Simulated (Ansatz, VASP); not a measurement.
# Au in VASP and in Ansatz

```
Au
1.0
     2.86238    0.00000    0.00000
    -1.43119    2.47889    0.00000
     0.00000    0.00000    4.80353
Au
2
Cartesian
  0.0000 1.6526 1.2009
  1.4312 0.8263 3.6026
```

Alike in both runs: task single point; functional RPBE; k mesh 14 × 14 × 7; occupations fermi-dirac, width 0.1 eV; no spin polarisation.

```csv
,VASP,Ansatz
version,VASP 6.6.1,Ansatz 0.2.0
potentials or method,"VASP PAW PBE potentials, release 64 (Au), cutoff 520 eV","plane waves (420 eV) with PAW, scalar-relativistic"
valence electrons in the cell,22,38
```

```tsv
	VASP	Ansatz	Ansatz less VASP
pressure (GPa)	12.8	13.1	+0.30
traceless stress, the component that is largest in VASP (GPa)	-0.61	-0.59	+0.018
```

VASP's potentials were made for PBE, not for RPBE. The functional is the same, so the differences come from potentials, cutoffs and numerics. VASP's potentials hold 22 valence electrons a cell and Ansatz's 38, so a difference there can come from the potentials and not from the codes.

Spin-orbit coupling is off throughout.
